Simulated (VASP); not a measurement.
# TiO2 (Pbcn) in VASP: single point with r2SCAN

Aim: the single point of TiO2 with r2SCAN.

Program: VASP 6.6.1. These are calculated values, not measurements. Logs are shortened: lines on timing, memory, paths and dates and some standing lists are left out, and cuts for length are marked.

## Step 1: The cell of the first run

It takes space group Pbcn (No. 60, orthorhombic). The conventional cell has a = 4.515 Å, b = 5.497 Å, c = 4.939 Å, α = 90.00°, β = 90.00°, γ = 90.00°. Ti (site symmetry 2) has 6 O at 1.87 to 2.09 Å within 2.5 Å. Within 3.0 Å of O (site symmetry 1) lie 3 Ti at 1.87 to 2.09 Å and 12 O at 2.57 to 2.96 Å.

## Step 2: Single point, r2SCAN

POSCAR

```
TiO2
1.0
    4.5150000000      0.0000000000      0.0000000000
    0.0000000000      5.4970000000      0.0000000000
    0.0000000000      0.0000000000      4.9390000000
Ti O
4 8
Direct
    0.0000000000      0.1736194678      0.2500000000
    0.5000000000      0.3263805322      0.7500000000
    0.0000000000      0.8263805322      0.7500000000
    0.5000000000      0.6736194678      0.2500000000
    0.2711241174      0.3812158184      0.4192778048
    0.2288758826      0.1187841816      0.9192778048
    0.7711241174      0.1187841816      0.5807221952
    0.7288758826      0.3812158184      0.0807221952
    0.7288758826      0.6187841816      0.5807221952
    0.7711241174      0.8812158184      0.0807221952
    0.2288758826      0.8812158184      0.4192778048
    0.2711241174      0.6187841816      0.9192778048
```

INCAR.step1

```
SYSTEM = TiO2
PREC = Accurate
ENCUT = 520
ISMEAR = -1
SIGMA = 0.01
LREAL = .FALSE.
LASPH = .TRUE.
NELM = 60
NBANDS = 60
GGA = PE
ALGO = Normal
EDIFF = 1E-4
LWAVE = .TRUE.
LCHARG = .FALSE.
```

INCAR.step2

```
SYSTEM = TiO2
PREC = Accurate
ENCUT = 520
EDIFF = 1E-7
ISMEAR = -1
SIGMA = 0.01
LREAL = .FALSE.
LASPH = .TRUE.
NELM = 60
ALGO = Normal
ISIF = 2
LWAVE = .FALSE.
LCHARG = .FALSE.
METAGGA = R2SCAN
LMIXTAU = .TRUE.
NBANDS = 60
ISTART = 1
```

KPOINTS

```
regular mesh
0
G
  6 5 6
  0 0 0
```

Potentials or basis: VASP PAW PBE potentials, release 64 (Ti_sv, O).

Started as:

```sh
$ cat potpaw_PBE.64/Ti_sv/POTCAR potpaw_PBE.64/O/POTCAR > POTCAR
$ cp INCAR.step1 INCAR
$ mpirun -np 1 vasp_std > vasp.out
$ cp INCAR.step2 INCAR
$ mpirun -np 1 vasp_std > vasp.out
```

OUTCAR:

```text
SYSTEM = TiO2
   PREC = Accurate
   ENCUT = 520
   EDIFF = 1E-7
   ISMEAR = -1
   LREAL = .FALSE.
   LASPH = .TRUE.
   NELM = 60
   ISIF = 2
   METAGGA = R2SCAN
   ISTART = 1

 ion  position               nearest neighbor table
   1  0.000  0.174  0.250-   5 1.87   8 1.87   7 1.96   6 1.96  10 2.09  11 2.09
   2  0.500  0.326  0.750-   6 1.87   7 1.87   5 1.96   8 1.96   9 2.09  12 2.09
   3  0.000  0.826  0.750-   9 1.87  12 1.87  11 1.96  10 1.96   6 2.09   7 2.09
   4  0.500  0.674  0.250-  10 1.87  11 1.87   9 1.96  12 1.96   5 2.09   8 2.09
   5  0.271  0.381  0.419-   1 1.87   2 1.96   4 2.09
   6  0.229  0.119  0.919-   2 1.87   1 1.96   3 2.09
   7  0.771  0.119  0.581-   2 1.87   1 1.96   3 2.09
   8  0.729  0.381  0.081-   1 1.87   2 1.96   4 2.09
   9  0.729  0.619  0.581-   3 1.87   4 1.96   2 2.09
  10  0.771  0.881  0.081-   4 1.87   3 1.96   1 2.09
  11  0.229  0.881  0.419-   4 1.87   3 1.96   1 2.09
  12  0.271  0.619  0.919-   3 1.87   4 1.96   2 2.09

  LATTYP: Found a simple orthorhombic cell.
 ALAT       =     4.5150000000
 B/A-ratio  =     1.0939091916
 C/A-ratio  =     1.2174972315

  Lattice vectors:

 A1 = (  -4.5150000000,   0.0000000000,   0.0000000000)
 A2 = (   0.0000000000,   0.0000000000,   4.9390000000)
 A3 = (   0.0000000000,   5.4970000000,   0.0000000000)

Analysis of symmetry for initial positions (statically):
=====================================================================
 Subroutine PRICEL returns:
 Original cell was already a primitive cell.

 Routine SETGRP: Setting up the symmetry group for a
 simple orthorhombic supercell.

 Subroutine GETGRP returns: Found  8 space group operations
 (whereof  2 operations were pure point group operations)
 out of a pool of  8 trial point group operations.

The static configuration has the point symmetry S_2 .
 The point group associated with its full space group is D_2h.

Analysis of symmetry for dynamics (positions and initial velocities):
=====================================================================
 Subroutine PRICEL returns:
 Original cell was already a primitive cell.

 Routine SETGRP: Setting up the symmetry group for a
 simple orthorhombic supercell.

 Subroutine GETGRP returns: Found  8 space group operations
 (whereof  2 operations were pure point group operations)
 out of a pool of  8 trial point group operations.

The dynamic configuration has the point symmetry S_2 .
 The point group associated with its full space group is D_2h.

 Subroutine INISYM returns: Found  8 space group operations
 (whereof  2 operations are pure point group operations),
 and found     1 'primitive' translations

----------------------------------------------------------------------------------------

                                     Primitive cell

  volume of cell :     122.5808

  direct lattice vectors                    reciprocal lattice vectors
     4.515000000  0.000000000  0.000000000     0.221483942  0.000000000  0.000000000
     0.000000000  5.497000000  0.000000000     0.000000000  0.181917409  0.000000000
     0.000000000  0.000000000  4.939000000     0.000000000  0.000000000  0.202470136

  length of vectors
     4.515000000  5.497000000  4.939000000     0.221483942  0.181917409  0.202470136

  position of ions in fractional coordinates (direct lattice)
     0.000000000  0.173619468  0.250000000
     0.500000000  0.326380532  0.750000000
     0.000000000  0.826380532  0.750000000
     0.500000000  0.673619468  0.250000000
     0.271124117  0.381215818  0.419277805
     0.228875883  0.118784182  0.919277805
     0.771124117  0.118784182  0.580722195
     0.728875883  0.381215818  0.080722195
     0.728875883  0.618784182  0.580722195
     0.771124117  0.881215818  0.080722195
     0.228875883  0.881215818  0.419277805
     0.271124117  0.618784182  0.919277805

  ion indices of the primitive-cell ions
   primitive index   ion index
                 1           1
                 2           2
                 3           3
                 4           4
                 5           5
                 6           6
                 7           7
                 8           8
                 9           9
                10          10
                11          11
                12          12

----------------------------------------------------------------------------------------

 KPOINTS: regular mesh

Automatic generation of k-mesh.
 Grid dimensions read from file:
 generate k-points for:    6    5    6

 Generating k-lattice:

  Cartesian coordinates                     Fractional coordinates (reciprocal lattice)
     0.036913990  0.000000000  0.000000000     0.166666667  0.000000000  0.000000000
     0.000000000  0.036383482  0.000000000     0.000000000  0.200000000  0.000000000
     0.000000000  0.000000000  0.033745023     0.000000000  0.000000000  0.166666667

  Length of vectors
     0.036913990  0.036383482  0.033745023

  Shift w.r.t. Gamma in fractional coordinates (k-lattice)
     0.000000000  0.000000000  0.000000000

 Subroutine IBZKPT returns following result:
 ===========================================

 Found     48 irreducible k-points:

 Following reciprocal coordinates:
            Coordinates               Weight
  0.000000  0.000000  0.000000      1.000000
  0.166667  0.000000  0.000000      2.000000
  0.333333  0.000000  0.000000      2.000000
  0.500000  0.000000  0.000000      1.000000
  0.000000  0.200000  0.000000      2.000000
  0.166667  0.200000  0.000000      4.000000
[... 16 lines left out ...]
  0.333333  0.400000  0.166667      8.000000
  0.500000  0.400000  0.166667      4.000000
 [... further k-points ...]
   k-points           NKPTS =     48   k-points in BZ     NKDIM =     48   number of bands    NBANDS=     60
   number of dos      NEDOS =    301   number of ions     NIONS =     12
   total plane-waves  NPLWV =  60480
   dimension x,y,z NGX =    36 NGY =   42 NGZ =   40
   dimension x,y,z NGXF=    72 NGYF=   84 NGZF=   80
   ions per type =               4   8
   NGX,Y,Z   is equivalent  to a cutoff of  13.26, 12.70, 13.46 a.u.
   NGXF,Y,Z  is equivalent  to a cutoff of  26.51, 25.40, 26.93 a.u.
 SYSTEM =  TiO2
   PREC   = accura    normal or accurate (medium, high low for compatibility)
   ISTART =      1    job   : 0-new  1-cont  2-samecut
   ICHARG =      0    charge: 1-file 2-atom 10-const
   ISPIN  =      1    spin polarized calculation?
   LNONCOLLINEAR =      F non collinear calculations
   LSORBIT =      F    spin-orbit coupling
   LASPH  =      T    aspherical Exc in radial PAW
   ENCUT  =  520.0 eV  38.22 Ry    6.18 a.u.   8.39 10.22  9.18*2*pi/ulx,y,z
   NELM   =     60;   NELMIN=  2; NELMDL=  0     # of ELM steps
   EDIFF  = 0.1E-06   stopping-criterion for ELM
   LREAL  =      F    real-space projection
   EDIFFG = 0.1E-05   stopping-criterion for IOM
   NSW    =      0    number of steps for IOM
   IBRION =     -1    ionic relax: 0-MD 1-quasi-New 2-CG
   NFREE  =      0    steps in history (QN), initial steepest desc. (CG)
   ISIF   =      2    stress and relaxation
   ISYM   =      2    0-nonsym 1-usesym 2-fastsym
   POTIM  = 0.5000    time-step for ionic-motion
   TEBEG  =    0.0;   TEEND  =   0.0 temperature during run
   PSTRESS=    0.0 pullay stress
   NELECT =      96.0000    total number of electrons
   NUPDOWN=      -1.0000    fix difference up-down
   EMIN   =  10.00;   EMAX   =-10.00  energy-range for DOS
   EFERMI =   0.00;   METHOD = LEGACY
   ISMEAR =    -1;   SIGMA  =   0.01  broadening in eV -4-tet -1-fermi 0-gaus
   EFERMI_NEDOS =   21; number of points for ismear=-14 and -15
   IALGO  =     38    algorithm
   IMIX   =      4    mixing-type and parameters
     AMIX     =   0.40;   BMIX     =  1.00
     AMIX_MAG =   1.60;   BMIX_MAG =  1.00
  volume/ion in A,a.u.               =      10.22        68.93
  Fermi-wavevector in a.u.,A,eV,Ry     =   1.509006  2.851609 30.981829  2.277100
  Thomas-Fermi vector in A             =   2.619386
   LORBIT       =      0    0 simple, 1 ext, 2 COOP (PROOUT), +10 PAW based schemes
   METAGGA = R2SCAN    functional components
   LHFCALC =     F    Hartree Fock is set to
   AEXX    =    0.0000 exact exchange contribution
   IVDW    =     0    specifies the selected vdW correction
   LEPSILON=     F    determine dielectric tensor
   LRPA    =     F    only Hartree local field effects (RPA)
 non-spin polarized calculation
  energy-cutoff  :      520.00
  volume of cell :      122.58
 maximum number of plane-waves:      3320
 NGX is ok and might be reduce to    36
   NGX = 17   NGY = 21   NGZ = 19

 number of electron      96.0000012 magnetization

 Free energy of the ion-electron system (eV)
  ---------------------------------------------------
  ext. energy  EPLUGINS =         0.00000000
  ---------------------------------------------------
  free energy    TOTEN  =      -139.62253890 eV

  energy without entropy =     -139.62253890  energy(sigma->0) =     -139.62253890

 E-fermi :   4.5774     XC(G=0): -12.2950

 val. band max:        4.3827992606   @ k =   0.0000   0.0000   0.0000
 cond. band min:       7.3943229771   @ k =   0.0000   0.0000   0.5000
 fundamental gap:      3.0115237165
 Fermi energy:         4.5774289172

 k-point     1 :       0.0000    0.0000    0.0000
  band No.  band energies     occupation
      1     -54.2554      2.00000
      2     -54.2317      2.00000
      3     -54.2253      2.00000
      4     -54.2198      2.00000
      5     -29.6564      2.00000
      6     -29.5726      2.00000
[... 52 lines left out ...]
     59       9.2011      0.00000
     60       9.4957      0.00000

 k-point     2 :       0.1667    0.0000    0.0000
  band No.  band energies     occupation
      1     -54.2538      2.00000
      2     -54.2333      2.00000
      3     -54.2249      2.00000
      4     -54.2202      2.00000
      5     -29.6444      2.00000
      6     -29.5664      2.00000
[... 52 lines left out ...]
     59       9.1101      0.00000
     60       9.3473      0.00000

 k-point     3 :       0.3333    0.0000    0.0000
  band No.  band energies     occupation
      1     -54.2494      2.00000
      2     -54.2376      2.00000
      3     -54.2239      2.00000
      4     -54.2211      2.00000
      5     -29.6113      2.00000
      6     -29.5460      2.00000
[... 1312 lines left out ...]
     59       8.9798      0.00000
     60       9.0990      0.00000

 k-point    24 :       0.5000    0.4000    0.1667
  band No.  band energies     occupation
      1     -54.2420      2.00000
      2     -54.2420      2.00000
      3     -54.2240      2.00000
      4     -54.2240      2.00000
      5     -29.6027      2.00000
      6     -29.6027      2.00000
[... 52 lines left out ...]
     59       8.8750      0.00000
     60       8.8750      0.00000

 [... further k-points ...]

------------------------ aborting loop because EDIFF is reached ----------------------------------------

  FORCE on cell =-STRESS in cart. coord.  units (eV):
  Direction    XX          YY          ZZ          XY          YZ          ZX
  --------------------------------------------------------------------------------------
  -------------------------------------------------------------------------------------
  Total        1.9127095      1.4287315     -0.4166486      0.0000000      0.0000000     -0.0000000
  in kB       24.9998308     18.6740574     -5.4457533      0.0000000      0.0000000     -0.0000000
  external PRESSURE =      12.7427116 kB  Pullay stress =       0.0000000 kB

 VOLUME and BASIS-vectors are now :
 -----------------------------------------------------------------------------
  energy-cutoff  :      520.00
  volume of cell :      122.58
      direct lattice vectors                 reciprocal lattice vectors
     4.515000000  0.000000000  0.000000000     0.221483942  0.000000000  0.000000000
     0.000000000  5.497000000  0.000000000     0.000000000  0.181917409  0.000000000
     0.000000000  0.000000000  4.939000000     0.000000000  0.000000000  0.202470136

 POSITION                                       TOTAL-FORCE (eV/Angst)
 -----------------------------------------------------------------------------------
      0.00000      0.95439      1.23475        -0.000000     -0.103865      0.000000
      2.25750      1.79411      3.70425        -0.000000      0.103865      0.000000
      0.00000      4.54261      3.70425        -0.000000      0.103865      0.000000
      2.25750      3.70289      1.23475        -0.000000     -0.103865      0.000000
      1.22413      2.09554      2.07081         0.025786      0.058785      0.005967
      1.03337      0.65296      4.54031        -0.025786     -0.058785      0.005967
      3.48163      0.65296      2.86819         0.025786     -0.058785     -0.005967
      3.29087      2.09554      0.39869        -0.025786      0.058785     -0.005967
      3.29087      3.40146      2.86819        -0.025786     -0.058785     -0.005967
      3.48163      4.84404      0.39869         0.025786      0.058785     -0.005967
      1.03337      4.84404      2.07081        -0.025786      0.058785      0.005967
      1.22413      3.40146      4.54031         0.025786     -0.058785      0.005967
 -----------------------------------------------------------------------------------
    total drift:                               -0.000000     -0.000000      0.000000

  FREE ENERGIE OF THE ION-ELECTRON SYSTEM (eV)
  ---------------------------------------------------
  free  energy   TOTEN  =      -139.6225388963 eV

  energy  without entropy=     -139.6225388963  energy(sigma->0) =     -139.62253890
```

Wall time 18 min (1 thread of AMD EPYC 9R45 (Zen 5), shared host); peak memory 0.39 GiB.

What came out:

```
Free energy            : -139.6225 eV
Pressure               : 1.3 GPa
Largest force          : 0.104 eV/Å
Band gap on the k mesh : 3.01 eV (least direct gap 3.04 eV)
```

Forces on the atoms (eV/Å):
```
Ti   0.000 -0.104  0.000
Ti   0.000  0.104  0.000
Ti   0.000  0.104  0.000
Ti   0.000 -0.104  0.000
O    0.026  0.059  0.006
O   -0.026 -0.059  0.006
O    0.026 -0.059 -0.006
O   -0.026  0.059 -0.006
O   -0.026 -0.059 -0.006
O    0.026  0.059 -0.006
O   -0.026  0.059  0.006
O    0.026 -0.059  0.006
```

Caveat: the PAW data sets were made with another functional, which shifts forces and pressure a little.
